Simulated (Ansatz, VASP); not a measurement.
Two plane-wave programs on BaS

```
Ba S
1.0
    -0.07602    3.44339    3.44339
     3.44339   -0.07602    3.44339
     3.44339    3.44339   -0.07602
Ba S
1 1
Direct
  0.99753 0.99753 0.99753
  0.25247 0.25247 0.25247
```

Change from the starting cell: shear_111 strain -3.2%.

Alike in both runs: task single point; functional HSE06; k mesh 4 × 4 × 4; no spin polarisation.

|  | VASP | Ansatz |
| --- | --- | --- |
| version | VASP 6.6.1 | Ansatz 0.2.0 |
| potentials or method | VASP PAW PBE potentials, release 64 (Ba_sv, S) | plane waves, PAW |
| plane-wave cutoff (eV) | 520 | 420 |
| occupations | gaussian, width 0.01 eV | fixed |
| valence electrons in the cell | 16 | 16 |

Ansatz gave:

```
gap on the k mesh at the Fermi level (eV)                     : 3.69
pressure (GPa)                                                : 0.7
traceless stress, the component that is largest in VASP (GPa) : 0.14
rms of the force components (eV/Å)                            : 0.004
```

Question: Which values does VASP return?

Answer: gap on the k mesh at the Fermi level (eV): 3.70; pressure (GPa): 1.2; traceless stress, the component that is largest in VASP (GPa): 0.13; rms of the force components (eV/Å): 0.000.

Atom by atom the forces differ by 0.003 eV/Å (rms over components). Ansatz's warnings: stress exchange threshold loose, stress scf threshold loose.

Spin-orbit coupling is off throughout.
